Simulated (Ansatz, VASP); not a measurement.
In2PtSe5 in VASP and in Ansatz

Contents of INCAR:

```
ALGO = Normal ; EDIFF = 1E-6
EDIFFG = -0.08 ; ENCUT = 600
GGA = PE ; IBRION = 2
ISIF = 3 ; ISMEAR = 0
LASPH = T ; LCHARG = F
LREAL = Auto ; LWAVE = F
NELM = 100 ; NSW = 36
PREC = Accurate ; SIGMA = 0.15
```

File KPOINTS:

```
k-points
0
Gamma
  3 3 1
```

File POSCAR:

```
In2PtSe5
1.0
    2.4000000000     -6.3500000000      0.0000000000
    2.4000000000      6.3500000000      0.0000000000
    0.0000000000      0.0000000000     12.9800000000
In Pt Se
4 2 10
Direct
    0.8650000000      0.1350000000      0.4400000000
    0.8650000000      0.1350000000      0.0600000000
    0.1350000000      0.8650000000      0.9400000000
    0.1350000000      0.8650000000      0.5600000000
    0.1900000000      0.8100000000      0.2500000000
    0.8100000000      0.1900000000      0.7500000000
    0.0480000000      0.9520000000      0.3830000000
    0.0480000000      0.9520000000      0.1170000000
    0.3110000000      0.6890000000      0.4290000000
    0.3110000000      0.6890000000      0.0710000000
    0.9520000000      0.0480000000      0.8830000000
    0.9520000000      0.0480000000      0.6170000000
    0.6890000000      0.3110000000      0.9290000000
    0.6890000000      0.3110000000      0.5710000000
    0.7600000000      0.2400000000      0.2500000000
    0.2400000000      0.7600000000      0.7500000000
```

Input for Ansatz:

```yaml
crystal:
  lattice:
    - [2.4, -6.35, 0.0]
    - [2.4, 6.35, 0.0]
    - [0.0, 0.0, 12.98]
  atoms:
    - { symbol: In, position: [0.865, 0.135, 0.44] }
    - { symbol: In, position: [0.865, 0.135, 0.06] }
    - { symbol: In, position: [0.135, 0.865, 0.94] }
    - { symbol: In, position: [0.135, 0.865, 0.56] }
    - { symbol: Pt, position: [0.19, 0.81, 0.25] }
    - { symbol: Pt, position: [0.81, 0.19, 0.75] }
    - { symbol: Se, position: [0.048, 0.952, 0.383] }
    - { symbol: Se, position: [0.048, 0.952, 0.117] }
    - { symbol: Se, position: [0.311, 0.689, 0.429] }
    - { symbol: Se, position: [0.311, 0.689, 0.071] }
    - { symbol: Se, position: [0.952, 0.048, 0.883] }
    - { symbol: Se, position: [0.952, 0.048, 0.617] }
    - { symbol: Se, position: [0.689, 0.311, 0.929] }
    - { symbol: Se, position: [0.689, 0.311, 0.571] }
    - { symbol: Se, position: [0.76, 0.24, 0.25] }
    - { symbol: Se, position: [0.24, 0.76, 0.75] }
basis:
  ecutwfc: 420
kpoints:
  mp_grid: { grid: [3, 3, 1] }
hamiltonian:
  xc: pbe
scf:
  occupations: { method: gaussian, width: 0.15 }
  lower_state_search: "off"
output:
  forces: true
  stress: true
  eigenvalues: true
relax:
  adjacent_minimum: "off"
  f_tol: 0.08
  max_steps: 16
  cell: { stress_tol: 0.8 }
```

Alike in both runs: task relaxation of cell and atoms; functional PBE; k mesh 3 × 3 × 1; occupations gaussian, width 0.15 eV; no spin polarisation.

```csv
,VASP,Ansatz
version,VASP 6.6.1,Ansatz 0.2.0
potentials or method,"VASP PAW PBE potentials, release 64 (In_d, Pt, Se), cutoff 600 eV","scalar-relativistic, plane waves, PAW"
valence electrons in the cell,132,248
```

|  | VASP | Ansatz | Ansatz less VASP |
| --- | --- | --- | --- |
| gap on the k mesh at the Fermi level, each at its own relaxed structure (eV) | none | none | - |
| relaxed volume (Å³/atom) | 28.13 | 27.75 | -0.376 |
| relaxed cell length with the largest relative difference (Å) | 7.221 | 7.131 | -0.0902 |

A gap of «none» marks a metal or a gap that the smearing closes. VASP's potentials hold 132 valence electrons a cell and Ansatz's 248, so a difference there can come from the potentials and not from the codes.

The k mesh is coarse, so the values compare programs but aren't converged. Neither program's run includes spin-orbit coupling.
